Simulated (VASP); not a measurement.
# Ca (Immm) in VASP: single point with PBEsol

Aim: the single point of Ca with PBEsol.

All numbers are computed with VASP 6.6.1; they aren't measurements. Logs are shortened: lines on timing, memory, paths and dates and some standing lists are left out, and cuts for length are marked.

## (1) The cell of the first run

Symmetry: Immm, No. 71, orthorhombic system. Conventional cell: a = 3.925 Å, b = 4.030 Å, c = 5.181 Å, α = 90.00°, β = 90.00°, γ = 90.00°. Ca (site symmetry mmm) has 14 Ca at 3.82 to 5.18 Å within 5.2 Å.

## (2) Single point, PBEsol (uniaxial strain along a: +4.5 %, then relaxed in part)

INCAR reads:

```
ALGO = Fast
EDIFF = 1E-7
ENCUT = 520
GGA = PS
ISIF = 2
ISMEAR = 0
LASPH = T
LCHARG = T
LELF = T
LREAL = F
LVHAR = T
LWAVE = F
NBANDS = 17
NELM = 100
PREC = Accurate
SIGMA = 0.1
```

KPOINTS reads:

```
k-points
0
Gamma
  12 12 8
```

POSCAR reads:

```
Ca
1.0
    4.0299743332      0.0000000000      0.0000000000
    0.0000000000      3.9253372158      0.0000000000
    0.0000000000      0.0000000000      5.1810015296
Ca
2
Direct
    0.0000000000      0.0000000000      0.5000000000
    0.5000000000      0.5000000000      0.0000000000
```

Potentials or basis: VASP PAW PBE potentials, release 64 (Ca_sv).

Run with:

```console
$ cat potpaw_PBE.64/Ca_sv/POTCAR > POTCAR
$ mpirun -np 1 vasp_std > vasp.out
```

OUTCAR:

```text
EDIFF = 1E-7
   ENCUT = 520
   GGA = PS
   ISIF = 2
   ISMEAR = 0
   LASPH = T
   LREAL = F
   NELM = 100
   PREC = Accurate

 ion  position               nearest neighbor table
   1  0.000  0.000  0.500-
   2  0.500  0.500  0.000-

  LATTYP: Found a simple orthorhombic cell.
 ALAT       =     3.9253372158
 B/A-ratio  =     1.0266568480
 C/A-ratio  =     1.3198869918

  Lattice vectors:

 A1 = (   0.0000000000,  -3.9253372158,   0.0000000000)
 A2 = (   4.0299743332,   0.0000000000,   0.0000000000)
 A3 = (   0.0000000000,   0.0000000000,   5.1810015296)

Analysis of symmetry for initial positions (statically):
=====================================================================
 Subroutine PRICEL returns following result:

  LATTYP: Found a body centered orthorhombic cell.
 ALAT       =     3.9253372158
 B/A-ratio  =     1.0266568480
 C/A-ratio  =     1.3198869918

  Lattice vectors:

 A1 = (  -2.0149871666,   1.9626686079,  -2.5905007648)
 A2 = (   2.0149871666,  -1.9626686079,  -2.5905007648)
 A3 = (  -2.0149871666,  -1.9626686079,   2.5905007648)

   2 primitive cells build up your supercell.

 Routine SETGRP: Setting up the symmetry group for a
 simple orthorhombic supercell.

 Subroutine GETGRP returns: Found  8 space group operations
 (whereof  8 operations were pure point group operations)
 out of a pool of  8 trial point group operations.

The static configuration has the point symmetry D_2h.

Analysis of symmetry for dynamics (positions and initial velocities):
=====================================================================
 Subroutine PRICEL returns following result:

  LATTYP: Found a body centered orthorhombic cell.
 ALAT       =     3.9253372158
 B/A-ratio  =     1.0266568480
 C/A-ratio  =     1.3198869918

  Lattice vectors:

 A1 = (  -2.0149871666,   1.9626686079,  -2.5905007648)
 A2 = (   2.0149871666,  -1.9626686079,  -2.5905007648)
 A3 = (  -2.0149871666,  -1.9626686079,   2.5905007648)

   2 primitive cells build up your supercell.

 Routine SETGRP: Setting up the symmetry group for a
 simple orthorhombic supercell.

 Subroutine GETGRP returns: Found  8 space group operations
 (whereof  8 operations were pure point group operations)
 out of a pool of  8 trial point group operations.

The dynamic configuration has the point symmetry D_2h.

 Subroutine INISYM returns: Found  8 space group operations
 (whereof  8 operations are pure point group operations),
 and found     2 'primitive' translations

----------------------------------------------------------------------------------------

                                     Primitive cell

  volume of cell :      40.9792

  direct lattice vectors                    reciprocal lattice vectors
    -2.014987167  1.962668608 -2.590500765    -0.248140538  0.000000000 -0.193012875
     2.014987167 -1.962668608 -2.590500765     0.000000000 -0.254755183 -0.193012875
    -2.014987167 -1.962668608  2.590500765    -0.248140538 -0.254755183  0.000000000

  length of vectors
     3.823994712  3.823994712  3.823994712     0.314368727  0.319615665  0.355631733

  position of ions in fractional coordinates (direct lattice)
     0.500000000  0.500000000  0.000000000

  ion indices of the primitive-cell ions
   primitive index   ion index
                 1           1

----------------------------------------------------------------------------------------

 KPOINTS: k-points

Automatic generation of k-mesh.
 Grid dimensions read from file:
 generate k-points for:   12   12    8

 Generating k-lattice:

  Cartesian coordinates                     Fractional coordinates (reciprocal lattice)
     0.020678378  0.000000000  0.000000000     0.083333333  0.000000000  0.000000000
     0.000000000  0.021229599  0.000000000     0.000000000  0.083333333  0.000000000
     0.000000000  0.000000000  0.024126609     0.000000000  0.000000000  0.125000000

  Length of vectors
     0.020678378  0.021229599  0.024126609

  Shift w.r.t. Gamma in fractional coordinates (k-lattice)
     0.000000000  0.000000000  0.000000000

 Subroutine IBZKPT returns following result:
 ===========================================

 Found    245 irreducible k-points:

 Following reciprocal coordinates:
            Coordinates               Weight
  0.000000  0.000000  0.000000      1.000000
  0.083333  0.000000  0.000000      2.000000
  0.166667  0.000000  0.000000      2.000000
  0.250000  0.000000  0.000000      2.000000
  0.333333  0.000000  0.000000      2.000000
  0.416667  0.000000  0.000000      2.000000
[... 16 lines left out ...]
  0.083333  0.250000  0.000000      4.000000
  0.166667  0.250000  0.000000      4.000000
 [... further k-points ...]
   k-points           NKPTS =    245   k-points in BZ     NKDIM =    245   number of bands    NBANDS=     17
   number of dos      NEDOS =    301   number of ions     NIONS =      2
   total plane-waves  NPLWV =  36000
   dimension x,y,z NGX =    30 NGY =   30 NGZ =   40
   dimension x,y,z NGXF=    60 NGYF=   60 NGZF=   80
   ions per type =               2
   NGX,Y,Z   is equivalent  to a cutoff of  12.38, 12.71, 12.84 a.u.
   NGXF,Y,Z  is equivalent  to a cutoff of  24.75, 25.41, 25.67 a.u.
 SYSTEM =  unknown system
   PREC   = accura    normal or accurate (medium, high low for compatibility)
   ISTART =      0    job   : 0-new  1-cont  2-samecut
   ICHARG =      2    charge: 1-file 2-atom 10-const
   ISPIN  =      1    spin polarized calculation?
   LNONCOLLINEAR =      F non collinear calculations
   LSORBIT =      F    spin-orbit coupling
   LASPH  =      T    aspherical Exc in radial PAW
   ENCUT  =  520.0 eV  38.22 Ry    6.18 a.u.   7.49  7.30  9.63*2*pi/ulx,y,z
   NELM   =    100;   NELMIN=  2; NELMDL= -5     # of ELM steps
   EDIFF  = 0.1E-06   stopping-criterion for ELM
   LREAL  =      F    real-space projection
   EDIFFG = 0.1E-05   stopping-criterion for IOM
   NSW    =      0    number of steps for IOM
   IBRION =     -1    ionic relax: 0-MD 1-quasi-New 2-CG
   NFREE  =      0    steps in history (QN), initial steepest desc. (CG)
   ISIF   =      2    stress and relaxation
   ISYM   =      2    0-nonsym 1-usesym 2-fastsym
   POTIM  = 0.5000    time-step for ionic-motion
   TEBEG  =    0.0;   TEEND  =   0.0 temperature during run
   PSTRESS=    0.0 pullay stress
   NELECT =      20.0000    total number of electrons
   NUPDOWN=      -1.0000    fix difference up-down
   EMIN   =  10.00;   EMAX   =-10.00  energy-range for DOS
   EFERMI =   0.00;   METHOD = LEGACY
   ISMEAR =     0;   SIGMA  =   0.10  broadening in eV -4-tet -1-fermi 0-gaus
   EFERMI_NEDOS =   21; number of points for ismear=-14 and -15
   IALGO  =     68    algorithm
   IMIX   =      4    mixing-type and parameters
     AMIX     =   0.40;   BMIX     =  1.00
     AMIX_MAG =   1.60;   BMIX_MAG =  1.00
  volume/ion in A,a.u.               =      40.98       276.54
  Fermi-wavevector in a.u.,A,eV,Ry     =   1.023027  1.933241 14.239648  1.046585
  Thomas-Fermi vector in A             =   2.156738
   LORBIT       =      0    0 simple, 1 ext, 2 COOP (PROOUT), +10 PAW based schemes
   GGA     = PS    functional components
   LHFCALC =     F    Hartree Fock is set to
   AEXX    =    0.0000 exact exchange contribution
   IVDW    =     0    specifies the selected vdW correction
   LEPSILON=     F    determine dielectric tensor
   LRPA    =     F    only Hartree local field effects (RPA)
 non-spin polarized calculation
 RMM-DIIS sequential band-by-band and
 Gauss-broadening in eV      SIGMA  =   0.10
  energy-cutoff  :      520.00
  volume of cell :       81.96
 maximum number of plane-waves:      2235
 NGX is ok and might be reduce to    30
   NGX = 15   NGY = 15   NGZ = 19

 number of electron      20.0000002 magnetization

 Free energy of the ion-electron system (eV)
  ---------------------------------------------------
  ext. energy  EPLUGINS =         0.00000000
  ---------------------------------------------------
  free energy    TOTEN  =        -4.26611190 eV

  energy without entropy =       -4.25204173  energy(sigma->0) =       -4.25907682

 E-fermi :   2.0110     XC(G=0):  -7.9036

 val. band max:        2.0042337914   @ k =   0.5000   0.3333   0.5000
 cond. band min:       2.0176837706   @ k =   0.0833   0.3333   0.2500
 fundamental gap:      0.0134499792
 Fermi energy:         2.0110314079

 k-point     1 :       0.0000    0.0000    0.0000
  band No.  band energies     occupation
      1     -39.7681      2.00000
      2     -39.7432      2.00000
      3     -20.9003      2.00000
      4     -20.8319      2.00000
      5     -20.8292      2.00000
      6     -20.7598      2.00000
[... 9 lines left out ...]
     16       5.2324      0.00000
     17       5.6891      0.00000

 k-point     2 :       0.0833    0.0000    0.0000
  band No.  band energies     occupation
      1     -39.7674      2.00000
      2     -39.7434      2.00000
      3     -20.8974      2.00000
      4     -20.8343      2.00000
      5     -20.8278      2.00000
      6     -20.7617      2.00000
[... 9 lines left out ...]
     16       5.1925      0.00000
     17       5.6735      0.00000

 k-point     3 :       0.1667    0.0000    0.0000
  band No.  band energies     occupation
      1     -39.7656      2.00000
      2     -39.7441      2.00000
      3     -20.8890      2.00000
      4     -20.8407      2.00000
      5     -20.8235      2.00000
      6     -20.7758      2.00000
[... 9 lines left out ...]
     16       5.0883      0.00000
     17       5.6609      0.00000

 k-point     4 :       0.2500    0.0000    0.0000
  band No.  band energies     occupation
      1     -39.7629      2.00000
      2     -39.7453      2.00000
      3     -20.8760      2.00000
      4     -20.8486      2.00000
      5     -20.8169      2.00000
      6     -20.7958      2.00000
[... 9 lines left out ...]
     16       4.9568      0.00000
     17       5.3271      0.00000
[... 343 lines left out ...]
      1     -39.7622      2.00000
      2     -39.7446      2.00000
      3     -20.8751      2.00000
      4     -20.8554      2.00000
      5     -20.8178      2.00000
      6     -20.8068      2.00000
[... 9 lines left out ...]
     16       4.8687      0.00000
     17       5.1451      0.00000

 k-point    23 :       0.0833    0.2500    0.0000
  band No.  band energies     occupation
      1     -39.7617      2.00000
      2     -39.7447      2.00000
      3     -20.8729      2.00000
      4     -20.8569      2.00000
      5     -20.8179      2.00000
      6     -20.8099      2.00000
[... 9 lines left out ...]
     16       4.8792      0.00000
     17       4.9602      0.00000

 k-point    24 :       0.1667    0.2500    0.0000
  band No.  band energies     occupation
      1     -39.7603      2.00000
      2     -39.7450      2.00000
      3     -20.8667      2.00000
      4     -20.8616      2.00000
      5     -20.8195      2.00000
      6     -20.8171      2.00000
[... 9 lines left out ...]
     16       4.7705      0.00000
     17       4.9745      0.00000

 [... further k-points ...]

------------------------ aborting loop because EDIFF is reached ----------------------------------------

  FORCE on cell =-STRESS in cart. coord.  units (eV):
  Direction    XX          YY          ZZ          XY          YZ          ZX
  --------------------------------------------------------------------------------------
  -------------------------------------------------------------------------------------
  Total       -0.3125445     -0.0013920     -0.0065861      0.0000000      0.0000000      0.0000000
  in kB       -6.1098344     -0.0272123     -0.1287499      0.0000000      0.0000000      0.0000000
  external PRESSURE =      -2.0885989 kB  Pullay stress =       0.0000000 kB

 VOLUME and BASIS-vectors are now :
 -----------------------------------------------------------------------------
  energy-cutoff  :      520.00
  volume of cell :       81.96
      direct lattice vectors                 reciprocal lattice vectors
     4.029974333  0.000000000  0.000000000     0.248140538  0.000000000  0.000000000
     0.000000000  3.925337216  0.000000000     0.000000000  0.254755183  0.000000000
     0.000000000  0.000000000  5.181001530     0.000000000  0.000000000  0.193012875

 POSITION                                       TOTAL-FORCE (eV/Angst)
 -----------------------------------------------------------------------------------
      0.00000      0.00000      2.59050         0.000000      0.000000     -0.000000
      2.01499      1.96267      0.00000        -0.000000     -0.000000      0.000000
 -----------------------------------------------------------------------------------
    total drift:                                0.000000      0.000000     -0.000000

  FREE ENERGIE OF THE ION-ELECTRON SYSTEM (eV)
  ---------------------------------------------------
  free  energy   TOTEN  =        -4.2661119006 eV

  energy  without entropy=       -4.2520417337  energy(sigma->0) =       -4.25907682
```

Run time: 10 min. Hardware: 1 thread of Intel Xeon 8259CL, shared host; peak memory 0.4 GiB.

Results:

```yaml
Free_energy: -4.2661 eV
Pressure: -0.2 GPa
Band_gap_on_the_k_mesh: zero (bands 10 and 11 overlap by 0.40 eV)
```

Stress tensor (GPa, compression positive):
```
-0.61  0.00  0.00
 0.00  0.00  0.00
 0.00  0.00 -0.01
```

Levels at points of the mesh, in eV from the Fermi level:
| k point | band 7 | band 8 | band 9 | band 10 | band 11 | band 12 | band 13 | band 14 |
| --- | --- | --- | --- | --- | --- | --- | --- | --- |
| (0.00, 0.00, 0.00) | -22.77 | -22.76 | -4.09 | -0.34 | 0.41 | 1.60 | 2.18 | 2.34 |
| (0.50, 0.00, 0.00) | -22.80 | -22.80 | -1.71 | -1.71 | 1.22 | 1.22 | 1.42 | 1.42 |
| (0.00, 0.50, 0.00) | -22.80 | -22.80 | -1.59 | -1.59 | 1.22 | 1.22 | 1.52 | 1.52 |
| (0.50, 0.50, 0.00) | -22.81 | -22.81 | -0.58 | -0.58 | 0.64 | 0.64 | 0.75 | 0.75 |
| (0.00, 0.00, 0.50) | -22.81 | -22.81 | -2.57 | -2.57 | 1.32 | 1.32 | 2.55 | 2.55 |
| (0.50, 0.00, 0.50) | -22.77 | -22.77 | -1.05 | -1.05 | -0.18 | -0.18 | 2.09 | 2.09 |
| (0.00, 0.50, 0.50) | -22.78 | -22.78 | -0.97 | -0.97 | -0.07 | -0.07 | 1.92 | 1.92 |
| (0.50, 0.50, 0.50) | -22.83 | -22.83 | 0.22 | 0.22 | 0.57 | 0.57 | 0.61 | 0.61 |

Caveat: the cell differs from its parent crystal (uniaxial strain along a: +4.5 %, then relaxed in part); the PAW data sets were made with another functional, which shifts forces and pressure a little.
